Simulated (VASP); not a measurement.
# CoSn (P6/mmm) in VASP: a series of runs

CoSn is run at these levels: PBEsol, PBE; tasks: single point, relaxation of cell and atoms.

All numbers are computed with VASP 6.6.1; they aren't measurements. Logs are shortened: lines on timing, memory, paths and dates and some standing lists are left out, and cuts for length are marked.

### 1 The cell of the first run

The structure is hexagonal, space group P6/mmm (No. 191). Conventional cell: a = 5.246 Å, b = 5.246 Å, c = 4.188 Å, α = 90.00°, β = 90.00°, γ = 120.00°. Sn (site symmetry 6/mmm) has 6 Co at 2.62 Å within 3.5 Å. Sn (site symmetry -6m2) has 6 Co at 2.58 Å and 3 Sn at 3.03 Å within 3.4 Å. Co (site symmetry mmm) has 6 Sn at 2.58 to 2.62 Å and 4 Co at 2.62 Å within 3.4 Å.

### 2 Single point, PBEsol, collinear spin, ferromagnetic start

Contents of INCAR:

```
  PREC = Accurate
  ENCUT = 520
  EDIFF = 1E-6
  ISMEAR = -1
  SIGMA = 0.05
  LREAL = False
  LASPH = True
  NELM = 150
  ALGO = Fast
  ISIF = 2
  LWAVE = False
  LCHARG = True
  ISPIN = 2
  MAGMOM = 0 0 0 3.5 3.5 3.5
  LORBIT = 11
  LMAXMIX = 4
  GGA = PS
  LELF = True
  LVHAR = True
  NBANDS = 48
```

Contents of KPOINTS:

```
Automatic mesh
0
Gamma
  6 6 7
```

Contents of POSCAR:

```
CoSn
1.0
    5.2460399276      0.0000000000      0.0000000000
   -2.6230199638      4.5432038466      0.0000000000
    0.0000000000      0.0000000000      4.1875903000
Sn Co
3 3
Direct
    0.0000000000      0.0000000000      0.0000000000
    0.3333333333      0.6666666667      0.5000000000
    0.6666666667      0.3333333333      0.5000000000
    0.5000000000      0.0000000000      0.0000000000
    0.5000000000      0.5000000000      0.0000000000
    0.0000000000      0.5000000000      0.0000000000
```

Potentials or basis: VASP PAW PBE potentials, release 64 (Sn_d, Co).

Command:

```console
$ cat potpaw_PBE.64/Sn_d/POTCAR potpaw_PBE.64/Co/POTCAR > POTCAR
$ mpirun -np 1 vasp_std > vasp.out
```

OUTCAR:

```text
PREC = Accurate
   ENCUT = 520
   EDIFF = 1E-6
   ISMEAR = -1
   LREAL = False
   LASPH = True
   NELM = 150
   ISIF = 2
   ISPIN = 2
   LORBIT = 11
   GGA = PS

 ion  position               nearest neighbor table
   1  0.000  0.000  0.000-   4 2.62   4 2.62   6 2.62   6 2.62   5 2.62   5 2.62   3 3.68   3 3.68
                             2 3.68   2 3.68   2 3.68   3 3.68   2 3.68   3 3.68   2 3.68   3 3.68
   2  0.333  0.667  0.500-   6 2.58   6 2.58   4 2.58   4 2.58   5 2.58   5 2.58   3 3.03   3 3.03
                             3 3.03   1 3.68   1 3.68   1 3.68   1 3.68   1 3.68   1 3.68
   3  0.667  0.333  0.500-   6 2.58   6 2.58   4 2.58   4 2.58   5 2.58   5 2.58   2 3.03   2 3.03
                             2 3.03   1 3.68   1 3.68   1 3.68   1 3.68   1 3.68   1 3.68
   4  0.500  0.000  0.000-   2 2.58   3 2.58   2 2.58   3 2.58   1 2.62   1 2.62   6 2.62   5 2.62
                             5 2.62   6 2.62
   5  0.500  0.500  0.000-   2 2.58   3 2.58   2 2.58   3 2.58   6 2.62   6 2.62   1 2.62   4 2.62
                             4 2.62   1 2.62
   6  0.000  0.500  0.000-   2 2.58   3 2.58   2 2.58   3 2.58   5 2.62   5 2.62   1 2.62   1 2.62
                             4 2.62   4 2.62

  LATTYP: Found a hexagonal cell.
 ALAT       =     5.2460399276
 C/A-ratio  =     0.7982383584

  Lattice vectors:

 A1 = (   5.2460399276,   0.0000000000,   0.0000000000)
 A2 = (  -2.6230199638,   4.5432038466,   0.0000000000)
 A3 = (   0.0000000000,   0.0000000000,   4.1875903000)

Analysis of symmetry for initial positions (statically):
=====================================================================
 Subroutine PRICEL returns:
 Original cell was already a primitive cell.

 Routine SETGRP: Setting up the symmetry group for a
 hexagonal supercell.

 Subroutine GETGRP returns: Found 24 space group operations
 (whereof 24 operations were pure point group operations)
 out of a pool of 24 trial point group operations.

The static configuration has the point symmetry D_6h.

Analysis of symmetry for dynamics (positions and initial velocities):
=====================================================================
 Subroutine PRICEL returns:
 Original cell was already a primitive cell.

 Routine SETGRP: Setting up the symmetry group for a
 hexagonal supercell.

 Subroutine GETGRP returns: Found 24 space group operations
 (whereof 24 operations were pure point group operations)
 out of a pool of 24 trial point group operations.

The dynamic configuration has the point symmetry D_6h.

Analysis of structural, dynamic, and magnetic symmetry:
=====================================================================
 Subroutine PRICEL returns:
 Original cell was already a primitive cell.

 Routine SETGRP: Setting up the symmetry group for a
 hexagonal supercell.

 Subroutine GETGRP returns: Found 24 space group operations
 (whereof 24 operations were pure point group operations)
 out of a pool of 24 trial point group operations.

The overall configuration has the point symmetry D_6h.

 Subroutine INISYM returns: Found 24 space group operations
 (whereof 24 operations are pure point group operations),
 and found     1 'primitive' translations

----------------------------------------------------------------------------------------

                                     Primitive cell

  volume of cell :      99.8063

  direct lattice vectors                    reciprocal lattice vectors
     5.246039928  0.000000000  0.000000000     0.190619975  0.110054494  0.000000000
    -2.623019964  4.543203847  0.000000000     0.000000000  0.220108988  0.000000000
     0.000000000  0.000000000  4.187590300     0.000000000  0.000000000  0.238800821

  length of vectors
     5.246039928  5.246039928  4.187590300     0.220108988  0.220108988  0.238800821

  position of ions in fractional coordinates (direct lattice)
     0.000000000  0.000000000  0.000000000
     0.333333333  0.666666667  0.500000000
     0.666666667  0.333333333  0.500000000
     0.500000000  0.000000000  0.000000000
     0.500000000  0.500000000  0.000000000
     0.000000000  0.500000000  0.000000000

  ion indices of the primitive-cell ions
   primitive index   ion index
                 1           1
                 2           2
                 3           3
                 4           4
                 5           5
                 6           6
[... 33 lines left out ...]
  0.166667  0.166667  0.000000      6.000000
  0.333333  0.166667  0.000000     12.000000
[... 16 lines left out ...]
  0.166667  0.000000  0.428571     12.000000
  0.333333  0.000000  0.428571     12.000000
 [... further k-points ...]
   k-points           NKPTS =     28   k-points in BZ     NKDIM =     28   number of bands    NBANDS=     48
   number of dos      NEDOS =    301   number of ions     NIONS =      6
   total plane-waves  NPLWV =  51200
   dimension x,y,z NGX =    40 NGY =   40 NGZ =   32
   dimension x,y,z NGXF=    80 NGYF=   80 NGZF=   64
   ions per type =               3   3
   NGX,Y,Z   is equivalent  to a cutoff of  12.68, 12.68, 12.70 a.u.
   NGXF,Y,Z  is equivalent  to a cutoff of  25.35, 25.35, 25.41 a.u.
 SYSTEM =  unknown system
   PREC   = accura    normal or accurate (medium, high low for compatibility)
   ISTART =      0    job   : 0-new  1-cont  2-samecut
   ICHARG =      2    charge: 1-file 2-atom 10-const
   ISPIN  =      2    spin polarized calculation?
   LNONCOLLINEAR =      F non collinear calculations
   LSORBIT =      F    spin-orbit coupling
   LASPH  =      T    aspherical Exc in radial PAW
   ENCUT  =  520.0 eV  38.22 Ry    6.18 a.u.   9.75  9.75  7.79*2*pi/ulx,y,z
   NELM   =    150;   NELMIN=  2; NELMDL= -5     # of ELM steps
   EDIFF  = 0.1E-05   stopping-criterion for ELM
   LREAL  =      F    real-space projection
[... 7 lines left out ...]
   TEBEG  =    0.0;   TEEND  =   0.0 temperature during run
   PSTRESS=    0.0 pullay stress
   NELECT =      69.0000    total number of electrons
   NUPDOWN=      -1.0000    fix difference up-down
   EMIN   =  10.00;   EMAX   =-10.00  energy-range for DOS
   EFERMI =   0.00;   METHOD = LEGACY
   ISMEAR =    -1;   SIGMA  =   0.05  broadening in eV -4-tet -1-fermi 0-gaus
   EFERMI_NEDOS =   21; number of points for ismear=-14 and -15
   IALGO  =     68    algorithm
   IMIX   =      4    mixing-type and parameters
     AMIX     =   0.40;   BMIX     =  1.00
     AMIX_MAG =   1.60;   BMIX_MAG =  1.00
  volume/ion in A,a.u.               =      16.63       112.25
  Fermi-wavevector in a.u.,A,eV,Ry     =   1.447567  2.735504 28.510312  2.095449
  Thomas-Fermi vector in A             =   2.565507
   LORBIT       =     11    0 simple, 1 ext, 2 COOP (PROOUT), +10 PAW based schemes
   GGA     = PS    functional components
   LHFCALC =     F    Hartree Fock is set to
   AEXX    =    0.0000 exact exchange contribution
   IVDW    =     0    specifies the selected vdW correction
   LEPSILON=     F    determine dielectric tensor
   LRPA    =     F    only Hartree local field effects (RPA)
 spin polarized calculation
 RMM-DIIS sequential band-by-band and
  energy-cutoff  :      520.00
  volume of cell :       99.81
 maximum number of plane-waves:      2702
 NGX is ok and might be reduce to    40
   NGX = 19   NGY = 19   NGZ = 15

 number of electron      69.0000006 magnetization      -0.0013614

 number of electron      69.0000006 magnetization       0.0001423

 Free energy of the ion-electron system (eV)
  ---------------------------------------------------
  ext. energy  EPLUGINS =         0.00000000
  ---------------------------------------------------
  free energy    TOTEN  =       -36.96849512 eV

  energy without entropy =      -36.94908421  energy(sigma->0) =      -36.95878966

 E-fermi :  10.0381     XC(G=0): -12.0180

 val. band max:       10.0009655577   @ k =   0.3333   0.0000   0.2857
 cond. band min:      10.1001997996   @ k =   0.3333   0.3333   0.2857
 fundamental gap:      0.0992342419
 Fermi energy:        10.0380778699

 spin component 1

 k-point     1 :       0.0000    0.0000    0.0000
  band No.  band energies     occupation
      1     -11.3890      1.00000
      2     -11.2943      1.00000
      3     -11.2943      1.00000
      4     -11.2770      1.00000
      5     -11.2770      1.00000
      6     -11.1996      1.00000
[... 1165 lines left out ...]
     45      18.3305      0.00000
     46      18.6384      0.00000

 [... further k-points ...]

 spin component 2

 k-point     1 :       0.0000    0.0000    0.0000
  band No.  band energies     occupation
      1     -11.3890      1.00000
      2     -11.2943      1.00000
      3     -11.2943      1.00000
      4     -11.2770      1.00000
      5     -11.2770      1.00000
      6     -11.1996      1.00000
[... 1165 lines left out ...]
     45      18.3305      0.00000
     46      18.6355      0.00000

 [... further k-points ...]

 [bands above 46 left out]

------------------------ aborting loop because EDIFF is reached ----------------------------------------

  FORCE on cell =-STRESS in cart. coord.  units (eV):
  Direction    XX          YY          ZZ          XY          YZ          ZX
  --------------------------------------------------------------------------------------
  -------------------------------------------------------------------------------------
  Total       -1.3200876     -1.3200876     -1.2880876     -0.0000000      0.0000000      0.0000000
  in kB      -21.1911901    -21.1911901    -20.6774984     -0.0000000      0.0000000      0.0000000
  external PRESSURE =     -21.0199596 kB  Pullay stress =       0.0000000 kB

 VOLUME and BASIS-vectors are now :
 -----------------------------------------------------------------------------
  energy-cutoff  :      520.00
  volume of cell :       99.81
      direct lattice vectors                 reciprocal lattice vectors
     5.246039928  0.000000000  0.000000000     0.190619975  0.110054494  0.000000000
    -2.623019964  4.543203847  0.000000000     0.000000000  0.220108988  0.000000000
     0.000000000  0.000000000  4.187590300     0.000000000  0.000000000  0.238800821

 POSITION                                       TOTAL-FORCE (eV/Angst)
 -----------------------------------------------------------------------------------
      0.00000      0.00000      0.00000         0.000000      0.000000      0.000000
     -0.00000      3.02880      2.09380         0.000000      0.000000      0.000000
      2.62302      1.51440      2.09380        -0.000000     -0.000000      0.000000
      2.62302      0.00000      0.00000         0.000000      0.000000      0.000000
      1.31151      2.27160      0.00000         0.000000      0.000000      0.000000
     -1.31151      2.27160      0.00000         0.000000      0.000000      0.000000
 -----------------------------------------------------------------------------------
    total drift:                               -0.000000      0.000000     -0.000000

  FREE ENERGIE OF THE ION-ELECTRON SYSTEM (eV)
  ---------------------------------------------------
  free  energy   TOTEN  =       -36.9684951173 eV

  energy  without entropy=      -36.9490842059  energy(sigma->0) =      -36.95878966

 total charge

# of ion       s       p       d       tot
------------------------------------------
    1        1.156   1.123  10.045  12.324
    2        1.127   1.272  10.077  12.476
    3        1.127   1.272  10.077  12.476
    4        0.405   0.474   7.482   8.362
    5        0.405   0.474   7.482   8.362
    6        0.405   0.474   7.482   8.362
--------------------------------------------------
tot          4.626   5.089  52.646  62.361

 magnetization (x)

# of ion       s       p       d       tot
------------------------------------------
    1       -0.000  -0.000   0.000  -0.000
    2       -0.000  -0.000   0.000  -0.000
    3       -0.000  -0.000   0.000  -0.000
    4       -0.000  -0.000   0.000   0.000
    5       -0.000  -0.000   0.000   0.000
    6       -0.000  -0.000   0.000   0.000
--------------------------------------------------
tot         -0.000  -0.000   0.000   0.000
```

Wall time 5.4 min (1 thread of Intel Xeon Platinum 8259CL at 2.50GHz (Skylake/Cascade Lake), shared host); peak memory 0.37 GiB.

What came out:

| Property | Result |
| --- | --- |
| Free energy | -36.9685 eV |
| Pressure | -2.1 GPa |
| Net moment | 0.00 μB per cell |
| Valence electrons inside the program's atomic spheres | Sn 12.32, 12.48 (each value once); Co 8.36 |

Levels at points of the mesh, in eV from the Fermi level:
Spin up:
```
           k point  band 32  band 33  band 34  band 35  band 36  band 37
(0.00, 0.00, 0.00)    -0.49    -0.46    -0.46     0.46     0.59     1.34
(0.50, 0.00, 0.00)    -0.48    -0.47     0.68     0.98     1.66     1.79
```
Spin down:
| k point | band 30 | band 31 | band 32 | band 33 | band 34 | band 35 | band 36 | band 37 | band 38 | band 39 |
| --- | --- | --- | --- | --- | --- | --- | --- | --- | --- | --- |
| (0.00, 0.00, 0.00) | -0.50 | -0.49 | -0.49 | -0.46 | -0.46 | 0.46 | 0.59 | 1.34 | 1.34 | 2.91 |
| (0.50, 0.00, 0.00) | -1.00 | -0.70 | -0.48 | -0.47 | 0.68 | 0.98 | 1.66 | 1.79 | 2.53 | 3.33 |

Caveat: the moments typed at the start vanished in this run; the PAW data sets were made with another functional, which shifts forces and pressure a little; spin-orbit coupling is left out, which moves the levels of the heavy elements.

(Continued in part 2 of 2.)
